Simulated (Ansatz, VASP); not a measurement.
**Pb: VASP beside Ansatz**

Contents of INCAR:

```
SYSTEM = Pb
PREC = Accurate
ENCUT = 520
EDIFF = 1E-6
ISMEAR = 0
SIGMA = 0.1
LREAL = .FALSE.
LASPH = .TRUE.
NELM = 60
ALGO = Fast
ISIF = 2
LWAVE = .FALSE.
LCHARG = .FALSE.
GGA = PS
NBANDS = 21
```

File KPOINTS:

```
regular mesh
0
G
  10 10 10
  0 0 0
```

POSCAR

```
Pb
1.0
    0.0000000000      3.4390000555      3.4390000555
    3.4390000555      0.0000000000      3.4390000555
    3.4390000555      3.4390000555      0.0000000000
Pb
2
Direct
    0.5000000000      0.5000000000      0.5000000000
    0.7630851990      0.7630851990      0.7369148010
```

Input for Ansatz:

```yaml
crystal:
  lattice:
    - [0.0, 3.4390000555, 3.4390000555]
    - [3.4390000555, 0.0, 3.4390000555]
    - [3.4390000555, 3.4390000555, 0.0]
  atoms:
    - { symbol: Pb, position: [0.5, 0.5, 0.5] }
    - { symbol: Pb, position: [0.763085199, 0.763085199, 0.736914801] }
basis:
  ecutwfc: 420
kpoints:
  mp_grid: { grid: [10, 10, 10] }
hamiltonian:
  xc: pbesol
scf:
  occupations: { method: gaussian, width: 0.1 }
output:
  forces: true
  stress: true
  eigenvalues: true
```

Change from the starting cell: one atom moved.

Alike in both runs: task single point; functional PBEsol; k mesh 10 × 10 × 10; occupations gaussian, width 0.1 eV; no spin polarisation.

```csv
,VASP,Ansatz
version,VASP 6.6.1,Ansatz 0.2.0
potentials or method,"VASP PAW PBE potentials, release 64 (Pb_d), cutoff 520 eV","scalar-relativistic, plane waves, PAW"
valence electrons in the cell,28,28
```

```tsv
	VASP	Ansatz	Ansatz less VASP
gap on the k mesh at the Fermi level (eV)	none	none	-
pressure (GPa)	0.4	0.5	+0.07
traceless stress, the component that is largest in VASP (GPa)	-1.28	-1.28	-0.001
rms of the force components (eV/Å)	0.254	0.254	+0.0005
```

VASP's potentials were made for PBE, not for PBEsol. Atom by atom the forces differ by 0.001 eV/Å (rms over components). A gap of «none» marks a metal or a gap that the smearing closes. The functional is the same, so the differences come from potentials, cutoffs and numerics.

Spin-orbit coupling is off throughout.
